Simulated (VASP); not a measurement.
# Al30Cu (a cell with a defect) in VASP: further runs, part 2 of 2

VASP 6.6.1.

**3. Relaxation of the atoms, PBEsol**

The input, INCAR:

```
SYSTEM = Al30Cu
  PREC = Accurate
  ENCUT = 520
  EDIFF = 1E-6
  ISMEAR = 0
  SIGMA = 0.1
  LREAL = Auto
  LASPH = .TRUE.
  NELM = 60
  ALGO = Normal
  ISIF = 2
  LWAVE = .FALSE.
  LCHARG = .FALSE.
  GGA = PS
  IBRION = 2
  NSW = 80
  EDIFFG = -0.03
  KPAR = 4
```

The input, KPOINTS:

```
Automatic mesh
0
G
  3 3 3
  0 0 0
```

The input, POSCAR:

```
Al30Cu
1.0
    8.1000000000      0.0000000000      0.0000000000
    0.0000000000      8.1000000000      0.0000000000
    0.0000000000      0.0000000000      8.1000000000
Al Cu
30 1
Direct
    0.5019990000      0.0013852000     -0.0028354000
    0.7468927000      0.2520072000      0.0019676000
    0.7473615000      0.0003704000      0.2526294000
   -0.0003379000      0.0011746000     -0.0015622000
    0.2448594000      0.2438289000      0.0022883000
    0.4999153000      0.5076387000      0.0041301000
    0.7435100000      0.7531593000     -0.0025632000
    0.2463426000      0.0026260000      0.2448308000
    0.5021438000      0.2514176000      0.2445017000
    0.5049302000     -0.0084332000      0.5002696000
    0.7494828000      0.0000672000      0.7516229000
    0.0040498000      0.4953814000     -0.0062284000
    0.2447718000      0.7481654000     -0.0043690000
    0.0003347000      0.2527056000      0.2422458000
    0.2467339000      0.4977466000      0.2475220000
    0.4985666000      0.7505234000      0.2490064000
   -0.0040387000      0.0075405000      0.5022179000
    0.2421219000      0.2548921000      0.4938957000
    0.4989312000      0.5047775000      0.4974992000
    0.7494617000      0.7506537000      0.4976957000
    0.2450801000     -0.0053855000      0.7452661000
    0.4966319000      0.2567723000      0.7481358000
    0.7584247000      0.4950241000      0.7545467000
    0.0002792000      0.7478009000      0.2515971000
   -0.0003151000      0.5050992000      0.4944565000
    0.2458681000      0.7559493000      0.5001017000
    0.0023661000      0.2510755000      0.7464616000
    0.2513227000      0.4988017000      0.7538804000
    0.5007821000      0.7483155000      0.7450394000
    0.0016020000      0.7506140000      0.7538488000
    0.7467567000      0.2487718000      0.5043920000
```

Potentials or basis: VASP PAW PBE potentials, release 64 (Al, Cu).

Launch:

```sh
$ cat potpaw_PBE.64/Al/POTCAR potpaw_PBE.64/Cu/POTCAR > POTCAR
$ mpirun -np 4 vasp_std > vasp.out
```

OUTCAR:

```text
SYSTEM = Al30Cu
   PREC = Accurate
   ENCUT = 520
   EDIFF = 1E-6
   ISMEAR = 0
   LREAL = Auto
   LASPH = .TRUE.
   NELM = 60
   ISIF = 2
   GGA = PS
   IBRION = 2
   NSW = 80
   EDIFFG = -0.03

 ion  position               nearest neighbor table
   1  0.502  0.001  0.997-   7 2.81  11 2.82   2 2.84   9 2.85   5 2.86   3 2.87  16 2.88   8 2.88
                            22 2.89  29 2.89  21 2.91  13 2.92
   2  0.747  0.252  0.002-   9 2.79  23 2.81  14 2.83   1 2.84  12 2.87   3 2.88  11 2.88   6 2.88
                             4 2.88  22 2.89  27 2.93
   3  0.747  0.000  0.253-  10 2.81  20 2.83   9 2.84  17 2.85  16 2.86  31 2.86   1 2.87   2 2.88
                             7 2.88  24 2.90  14 2.90   4 2.90
   4  1.000  0.001  0.998-   5 2.79   8 2.82  30 2.84  14 2.84  11 2.85  13 2.85  21 2.86  27 2.87
                             2 2.88   7 2.89   3 2.90  24 2.90
   5  0.245  0.244  0.002-   8 2.77  14 2.78   4 2.79  12 2.82  27 2.86  15 2.86   9 2.86   1 2.86
                            28 2.88  22 2.90  21 2.90   6 2.97
   6  0.500  0.508  0.004-  16 2.79   7 2.80  13 2.84   9 2.85  15 2.85  28 2.86  29 2.86   2 2.88
                            22 2.90  23 2.91   5 2.97
   7  0.744  0.753  0.997-   6 2.80   1 2.81  11 2.82  29 2.84  16 2.84  23 2.87  30 2.87   3 2.88
                             4 2.89  24 2.93  12 2.97
   8  0.246  0.003  0.245-   5 2.77   4 2.82  14 2.84  24 2.87  18 2.87  26 2.88   1 2.88  13 2.88
                            16 2.89   9 2.89  17 2.91  10 2.95
   9  0.502  0.251  0.245-   2 2.79   3 2.84   6 2.85   1 2.85   5 2.86  15 2.87   8 2.89  31 2.89
[... 31 lines left out ...]
  25  1.000  0.505  0.494-  24 2.78  18 2.82  15 2.83  20 2.84  26 2.85  23 2.87  14 2.89  30 2.89
                            27 2.90  31 2.92  28 2.93
  26  0.246  0.756  0.500-  21 2.77  24 2.83  10 2.84  25 2.85  30 2.85  29 2.86  17 2.87   8 2.88
                            16 2.89  19 2.89  15 2.93  28 2.93
  27  0.002  0.251  0.746-  17 2.79  23 2.80  12 2.82  18 2.82  28 2.85  31 2.85   5 2.86  21 2.86
                             4 2.87  11 2.89  25 2.90   2 2.93
  28  0.251  0.499  0.754-  12 2.79  22 2.79  13 2.81  27 2.85   6 2.86  29 2.86  30 2.87   5 2.88
                            19 2.89  18 2.89  26 2.93  25 2.93
  29  0.501  0.748  0.745-  10 2.80  19 2.81   7 2.84  20 2.84  28 2.86  26 2.86   6 2.86  11 2.87
                            21 2.88   1 2.89  13 2.90  23 2.93
  30  0.002  0.751  0.754-  13 2.78  21 2.79   4 2.84  12 2.84  26 2.85  23 2.86  28 2.87  11 2.87
                             7 2.87  25 2.89  20 2.91  17 2.91
  31  0.747  0.249  0.504-  17 2.81  22 2.83  11 2.84  23 2.84  27 2.85  10 2.86   3 2.86  19 2.89
                             9 2.89  25 2.92  14 2.95

  LATTYP: Found a simple cubic cell.
[... 221 lines left out ...]

 number of electron     101.0000004 magnetization

 Free energy of the ion-electron system (eV)
  ---------------------------------------------------
  ext. energy  EPLUGINS =         0.00000000
  ---------------------------------------------------
  free energy    TOTEN  =      -126.09960308 eV

  energy without entropy =     -126.04308069  energy(sigma->0) =     -126.07134189

------------------------ aborting loop because EDIFF is reached ----------------------------------------

  FORCE on cell =-STRESS in cart. coord.  units (eV):
  Direction    XX          YY          ZZ          XY          YZ          ZX
  --------------------------------------------------------------------------------------
  -------------------------------------------------------------------------------------
  Total      -10.4963954    -11.6441625    -11.1916213     -0.0649462     -0.0362923     -0.0168514
  in kB      -31.6443155    -35.1045803    -33.7402684     -0.1957985     -0.1094134     -0.0508032
  external PRESSURE =     -33.4963881 kB  Pullay stress =       0.0000000 kB
[... 507 lines left out ...]
--------------------------------------- Ionic step        9  -------------------------------------------

 number of electron     101.0000001 magnetization

 Free energy of the ion-electron system (eV)
  ---------------------------------------------------
  ext. energy  EPLUGINS =         0.00000000
  ---------------------------------------------------
  free energy    TOTEN  =      -126.43784782 eV

  energy without entropy =     -126.38782228  energy(sigma->0) =     -126.41283505

 E-fermi :   7.2538     XC(G=0): -10.1198

 val. band max:        7.2450566163   @ k =   0.0000   0.3333   0.0000
 cond. band min:       7.3171292648   @ k =   0.3333   0.3333   0.0000
 fundamental gap:      0.0720726485
 Fermi energy:         7.2538014453

 k-point     1 :       0.0000    0.0000    0.0000
  band No.  band energies     occupation
      1      -3.4336      2.00000
      2      -1.2969      2.00000
      3      -1.2869      2.00000
      4      -1.2549      2.00000
      5      -1.2412      2.00000
      6      -1.1703      2.00000
[... 899 lines left out ...]
     61       9.1781      0.00000
     62       9.2405      0.00000
 [bands above 62 left out]

------------------------ aborting loop because EDIFF is reached ----------------------------------------

  FORCE on cell =-STRESS in cart. coord.  units (eV):
  Direction    XX          YY          ZZ          XY          YZ          ZX
  --------------------------------------------------------------------------------------
  -------------------------------------------------------------------------------------
  Total      -12.3701892    -12.2745990    -12.2805446      0.0089366      0.2765414     -0.0054624
  in kB      -37.2933904    -37.0052072    -37.0231319      0.0269420      0.8337113     -0.0164678
  external PRESSURE =     -37.1072431 kB  Pullay stress =       0.0000000 kB
[... 46 lines left out ...]
  FREE ENERGIE OF THE ION-ELECTRON SYSTEM (eV)
  ---------------------------------------------------
  free  energy   TOTEN  =      -126.4378478157 eV

  energy  without entropy=     -126.3878222841  energy(sigma->0) =     -126.41283505

 reached required accuracy - stopping structural energy minimisation
```

CONTCAR:

```text
Al30Cu
   1.00000000000000
     8.0999999999999996    0.0000000000000000    0.0000000000000000
     0.0000000000000000    8.0999999999999996    0.0000000000000000
     0.0000000000000000    0.0000000000000000    8.0999999999999996
  Al              Cu
    30     1
Direct
     0.4976515255361807    0.0015142399453370    0.9979417114654916
     0.7490825121125544    0.2531267083829118    0.0000128033831398
     0.7491603128036703    0.0036704434485636    0.2529770589195713
     0.0003065815895841    0.0010726507105211    0.9978898835884925
     0.2490872942838822    0.2496734629327829    0.9982549553968612
     0.5016249475087345    0.5009964752827499    0.0010299866275483
[... 23 lines left out ...]
     0.9999477410856538    0.7516810022698509    0.7482942087915245
     0.7482470506674022    0.2446176305454426    0.5068977804222639

  0.00000000E+00  0.00000000E+00  0.00000000E+00
  0.00000000E+00  0.00000000E+00  0.00000000E+00
  0.00000000E+00  0.00000000E+00  0.00000000E+00
  0.00000000E+00  0.00000000E+00  0.00000000E+00
  0.00000000E+00  0.00000000E+00  0.00000000E+00
  0.00000000E+00  0.00000000E+00  0.00000000E+00
[... 23 lines left out ...]
  0.00000000E+00  0.00000000E+00  0.00000000E+00
  0.00000000E+00  0.00000000E+00  0.00000000E+00
```

Wall time 16 min (4 MPI ranks of Intel Xeon 6975P-C (Granite Rapids), shared host); peak memory 0.72 GiB.

Results:

* Free energy: -126.4378 eV
* Energy gained by relaxing: 10.9 meV/atom
* Ionic steps: 9
* Pressure after relaxing: -3.7 GPa
* Largest force after relaxing: 0.028 eV/Å
* Band gap on the k mesh: zero (an odd number of electrons rules out a gap without spin polarisation)

Forces in eV/Å, atoms in the order of the input:
```
Al   0.003 -0.007 -0.003
Al   0.004 -0.002  0.017
Al  -0.009  0.000 -0.005
Al  -0.003  0.015 -0.002
Al  -0.016  0.001 -0.007
Al  -0.005 -0.001  0.002
Al  -0.010  0.009  0.004
Al   0.009 -0.004  0.008
Al   0.011 -0.003 -0.005
Al  -0.001  0.013  0.004
Al  -0.018  0.000  0.000
Al   0.008 -0.025  0.009
Al   0.009  0.010 -0.004
Al  -0.001  0.001 -0.023
Al  -0.005 -0.014  0.003
Al   0.002  0.006 -0.005
Al   0.011 -0.013 -0.004
Al   0.008  0.004 -0.010
Al   0.010  0.004  0.008
Al  -0.002 -0.019  0.012
Al   0.003 -0.008 -0.003
Al   0.000 -0.013 -0.014
Al   0.000  0.010 -0.006
Al   0.002  0.006  0.005
Al  -0.008  0.016  0.010
Al  -0.013  0.014  0.011
Al   0.011  0.011  0.012
Al  -0.014  0.004  0.007
Al  -0.003  0.004 -0.002
Al   0.013 -0.002 -0.024
Cu   0.003 -0.016  0.003
```

The path:
| step | energy change (eV) | largest force (eV/Å) | pressure (GPa) |
| --- | --- | --- | --- |
| 1 | 0.0000 | 0.6979 | -3.35 |
| 2 | -0.1493 | 0.4815 | -3.47 |
| 3 | -0.2948 | 0.1900 | -3.61 |
| 4 | -0.3158 | 0.1143 | -3.65 |
| 5 | -0.3284 | 0.0939 | -3.68 |
| 6 | -0.3336 | 0.0611 | -3.70 |
| 7 | -0.3359 | 0.0399 | -3.70 |
| 8 | -0.3375 | 0.0318 | -3.70 |
| 9 | -0.3382 | 0.0276 | -3.71 |

Final structure:
```
CELL_PARAMETERS angstrom
8.10000 0.00000 0.00000
0.00000 8.10000 0.00000
0.00000 0.00000 8.10000
ATOMIC_POSITIONS crystal
Al 0.49765 0.00151 0.99794
Al 0.74908 0.25313 0.00001
Al 0.74916 0.00367 0.25298
Al 0.00031 0.00107 0.99789
Al 0.24909 0.24967 0.99825
Al 0.50162 0.50100 0.00103
Al 0.74910 0.74820 0.00109
Al 0.24840 0.00305 0.24892
Al 0.51108 0.25542 0.25364
Al 0.49961 0.00407 0.50020
Al 0.74915 0.00163 0.74783
Al 0.99671 0.50130 0.00039
Al 0.24899 0.75166 0.99708
Al 0.98620 0.25587 0.25401
Al 0.24904 0.50052 0.24878
Al 0.50114 0.74858 0.24844
Al 0.99773 0.00457 0.50025
Al 0.24862 0.25014 0.49918
Al 0.51134 0.49598 0.49354
Al 0.74918 0.74967 0.49583
Al 0.24884 0.00151 0.74801
Al 0.49963 0.24949 0.74554
Al 0.74900 0.49648 0.74590
Al 0.99683 0.74819 0.24827
Al 0.98676 0.49593 0.49383
Al 0.24903 0.75120 0.49952
Al 0.99792 0.24906 0.74502
Al 0.24947 0.50003 0.74601
Al 0.49797 0.75156 0.74790
Al 0.99995 0.75168 0.74829
Cu 0.74825 0.24462 0.50690
```

Caveat: the PAW data sets were made with another functional, which shifts forces and pressure a little.

The gap in the log of VASP goes by the Fermi energy; the results here count the filled bands.